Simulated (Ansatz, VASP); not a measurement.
**Re in VASP and in Ansatz**

```
Re
1.0
     2.73919    0.00000    0.00000
    -1.36959    2.37221    0.00000
     0.00000    0.00000    4.41187
Re
2
Direct
  0.33333 0.66667 0.25000
  0.66667 0.33333 0.75000
```

Alike in both runs: task single point; functional LDA; k mesh 13 × 13 × 7; occupations methfessel-paxton of order 1, width 0.6 eV; no spin polarisation.

|  | VASP | Ansatz |
| --- | --- | --- |
| version | VASP 6.6.1 | Ansatz 0.2.0 |
| potentials or method | VASP PAW LDA potentials, release 64 (Re), cutoff 600 eV | plane waves (420 eV) with PAW, scalar-relativistic |
| valence electrons in the cell | 14 | 30 |

Ansatz gave:

* pressure (GPa): -0.2
* traceless stress, the component that is largest in VASP (GPa): 0.07

Q: What did VASP give for the same quantities?

A: Pressure (GPa): 1.5; traceless stress, the component that is largest in VASP (GPa): -0.05.

Ansatz warns that its potentials were made for another functional, while VASP's fit it. LDA's correlation is that of Perdew and Zunger in VASP and of Perdew and Wang (1992) in Ansatz. VASP's potentials hold 14 valence electrons a cell and Ansatz's 30, so a difference there can come from the potentials and not from the codes.

Spin-orbit coupling is off throughout.
